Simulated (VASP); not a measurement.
Wanted: the native input for a VASP 6.6.1 run.

| Property | Result |
| --- | --- |
| Task | relaxation of cell and atoms |
| Functional | LDA |
| Potentials or basis | VASP PAW LDA potentials, release 64 (La, O) |
| Cutoff | 600 eV |
| k mesh | 9 × 9 × 4 |
| Occupations | gaussian, width 0.02 eV |
| Spin | no spin polarisation |
| Dipole correction | no |
| Further INCAR settings | ALGO = Normal; EDIFF = 1e-06; IBRION = 2; EDIFFG = -0.002; NSW = 100; ISIF = 3 |

The structure of La2O3 lies in POSCAR:

```
La2O3
1.0
    3.9307778800      0.0000000000      0.0000000000
   -1.9653889400      3.4041535000      0.0000000000
    0.0000000000      0.0000000000      6.1119535200
La O
2 3
Direct
    0.6666666700      0.3333333300      0.7537643200
    0.3333333300      0.6666666700      0.2462356800
    0.6666666700      0.3333333300      0.3541093500
    0.3333333300      0.6666666700      0.6458906500
    0.0000000000      0.0000000000      0.0000000000
```

One way to write it, as run:

INCAR

```
SYSTEM = La2O3
PREC = Accurate
ENCUT = 600
EDIFF = 1E-6
ISMEAR = 0
SIGMA = 0.02
LREAL = .False.
LASPH = .True.
NELM = 80
ALGO = Normal
ISIF = 3
LWAVE = .False.
LCHARG = .False.
GGA = CA
IBRION = 2
NSW = 100
EDIFFG = -0.002
```

KPOINTS

```
regular mesh
0
Gamma
  9 9 4
  0 0 0
```

Potentials or basis: VASP PAW LDA potentials, release 64 (La, O).

Run with:

```bash
$ cat potpaw_LDA.64/La/POTCAR potpaw_LDA.64/O/POTCAR > POTCAR
$ mpirun -np 1 vasp_std > vasp.out
```

Results of the run:

```json
{
  "Relaxed volume": "15.51 Å³/atom",
  "Relaxed cell": "a = 3.882 Å, b = 3.882 Å, c = 5.942 Å, α = 90.00°, β = 90.00°, γ = 120.00°",
  "Space group after relaxing (to 0.1 Å)": "P-3m1 (No. 164)",
  "Energy gained by relaxing": "17.1 meV/atom",
  "Ionic steps": "22",
  "Pressure after relaxing": "0.0 GPa",
  "Band gap on the k mesh": "3.75 eV (least direct gap 3.80 eV)"
}
```

Caveat: spin-orbit coupling is left out, which moves the levels of the heavy elements.

Run time: 19 min on 1 thread of Intel(R) Xeon(R) Platinum 8259CL CPU @ 2.50GHz (Skylake/Cascade Lake) (shared host), peak memory 0.26 GiB.
